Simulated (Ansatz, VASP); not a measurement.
## One calculation of Sn4CO5, two programs

```
O Sn C
1.0
     3.83637    0.00000    0.00000
     0.00000    6.11394    0.00000
     0.00000    0.00000   23.27166
O Sn C
5 4 1
Direct
  0.00000 0.39373 0.17188
  0.50000 0.59060 0.23606
  0.00000 0.78914 0.29993
  0.50000 0.99148 0.36188
  0.50000 0.24148 0.49509
  0.50000 0.24626 0.20311
  0.00000 0.73807 0.20484
  0.50000 0.64848 0.33411
  0.00000 0.11897 0.33080
  0.50000 0.24148 0.54451
```

Alike in both runs: task single point; functional PBE; dispersion D3(BJ); k mesh 7 × 5 × 1; occupations gaussian, width 0.1 eV; no spin polarisation.

```csv
,VASP,Ansatz
version,VASP 6.6.1,Ansatz 0.2.0
potentials or method,"VASP PAW PBE potentials, release 64 (O, Sn_d, C), cutoff 520 eV","scalar-relativistic, plane waves, PAW"
valence electrons in the cell,90,90
```

Ansatz gave:

* gap on the k mesh at the Fermi level (eV): 0.92
* least direct gap on the mesh (eV): 0.97
* rms of the force components (eV/Å): 0.511

Problem. What did VASP give for the same quantities?

Solution. gap on the k mesh at the Fermi level (eV): 0.90; least direct gap on the mesh (eV): 0.95; rms of the force components (eV/Å): 0.362.

One of these differences is far larger than is usual between the two programs; its cause wasn't traced.

Noted on VASP's run: the standard files for N, O and F lose accuracy on very short bonds.
